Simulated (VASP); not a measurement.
Wanted: the native input for a VASP 6.6.1 run.

```
Task                   : single point
Functional             : PBE
Potentials or basis    : VASP PAW PBE potentials, release 64 (Cd)
Cutoff                 : 520 eV
k mesh                 : 16 × 16 × 16
Occupations            : gaussian, width 0.1 eV
Spin                   : no spin polarisation
Dipole correction      : no
Further INCAR settings : ALGO = Fast; EDIFF = 1e-06; NBANDS = 12
```

The structure of Cd lies in POSCAR:

```
Cd
1.0
    0.0000000000      2.3269180289      2.3269180289
    2.3269180289      0.0000000000      2.3269180289
    2.3269180289      2.3269180289      0.0000000000
Cd
1
Direct
    0.0000000000      0.0000000000      0.0000000000
```

This cell differs from its parent crystal: volume scaled by 1.10.

One way to write it, as run:

INCAR

```
PREC     = Accurate       # precision mode
ENCUT    = 520            # plane-wave cutoff, eV
EDIFF    = 1E-6           # SCF threshold, eV
ISMEAR   = 0              # smearing method
SIGMA    = 0.1            # smearing width, eV
LREAL    = F              # projectors in reciprocal space
LASPH    = T              # aspherical terms in the spheres
NELM     = 60             # most SCF steps
ALGO     = Fast           # electronic algorithm
ISIF     = 2              # what is computed and relaxed
LWAVE    = F              # write WAVECAR
LCHARG   = T              # write CHGCAR
GGA      = PE             # functional
LELF     = T              # ELF
LVHAR    = T            
NBANDS   = 12             # bands
```

KPOINTS

```
Automatic mesh
0
Gamma
  16 16 16
```

Potentials or basis: VASP PAW PBE potentials, release 64 (Cd).

Command:

```bash
$ cat potpaw_PBE.64/Cd/POTCAR > POTCAR
$ mpirun -np 1 vasp_std > vasp.out
```

Results of the run:

```
Pressure               : -2.8 GPa
Band gap on the k mesh : zero (band 6 reaches 3.33 eV, above the bottom of band 7 at 0.36 eV)
```

Run time: 34 s on 1 thread of Intel(R) Xeon(R) Platinum 8488C (Sapphire Rapids), with other jobs on the host, peak memory 0.16 GiB.
